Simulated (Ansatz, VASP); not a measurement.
## Sr: VASP beside Ansatz

```
Sr
1.0
     0.00000    3.04987    3.04987
     3.04987    0.00000    3.04987
     3.04987    3.04987    0.00000
Sr
1
Direct
  0.00000 0.00000 0.00000
```

Alike in both runs: functional r2SCAN; k mesh 12 × 12 × 12; occupations gaussian, width 0.1 eV; no spin polarisation.

Ansatz relaxed the structure, and its values are those at the end. VASP's run is a single point on that final structure, the one shown.

|  | VASP | Ansatz |
| --- | --- | --- |
| version | VASP 6.6.1 | Ansatz 0.2.0 |
| potentials or method | VASP PAW PBE potentials, release 64 (Sr_sv), cutoff 520 eV | scalar-relativistic, plane waves, PAW |
| valence electrons in the cell | 10 | 10 |

```tsv
	VASP	Ansatz	Ansatz less VASP
gap on the k mesh at the Fermi level (eV)	none	none	-
pressure (GPa)	0.0	0.0	-0.01
```

VASP's potentials were made for PBE, not for r2SCAN. A gap of «none» marks a metal or a gap that the smearing closes.
